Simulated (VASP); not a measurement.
Set up this calculation in VASP 6.6.1, as the native input.

| Quantity | Value |
| --- | --- |
| Task | single point |
| Functional | PBE |
| Potentials or basis | VASP PAW PBE potentials, release 64 (Ti_sv, Si) |
| Cutoff | 520 eV |
| k mesh | 8 × 8 × 8 |
| Occupations | fermi-dirac, width 0.05 eV |
| Spin | no spin polarisation |
| Dipole correction | no |
| Further INCAR settings | ALGO = Normal; EDIFF = 1e-07; NBANDS = 29 |

The structure of TiSi2 lies in POSCAR:

```
TiSi2
1.0
    1.7767948029     -6.8040462934      0.0000000000
    1.7767948029      6.8040462934      0.0000000000
    0.0000000000      0.0000000000      3.5887850817
Ti Si
2 4
Direct
    0.1031180800      0.8968819200      0.2500000000
    0.8968819200      0.1031180800      0.7500000000
    0.7503148200      0.2496851800      0.2500000000
    0.2496851800      0.7503148200      0.7500000000
    0.4417485500      0.5582514500      0.2500000000
    0.5582514500      0.4417485500      0.7500000000
```

These files were run (other wordings do the same):

INCAR

```
ALGO = Normal
EDIFF = 1E-7
ENCUT = 520
GGA = PE
ISIF = 2
ISMEAR = -1
LASPH = T
LCHARG = F
LREAL = F
LWAVE = F
NBANDS = 29
NELM = 100
PREC = Accurate
SIGMA = 0.05
```

KPOINTS

```
k-points
0
Gamma
  8 8 8
```

Potentials or basis: VASP PAW PBE potentials, release 64 (Ti_sv, Si).

The run is started by

```bash
$ cat potpaw_PBE.64/Ti_sv/POTCAR potpaw_PBE.64/Si/POTCAR > POTCAR
$ mpirun -np 1 vasp_std > vasp.out
```

Results of the run:

| Quantity | Value |
| --- | --- |
| Pressure | -1.0 GPa |
| Largest force | 0.116 eV/Å |
| Band gap on the k mesh | zero (band 20 reaches 10.76 eV, above the bottom of band 21 at 9.77 eV) |

It took 3.5 min on 1 thread of Intel(R) Xeon(R) 6975P-C (Granite Rapids), on a shared host, peak memory 0.4 GiB.
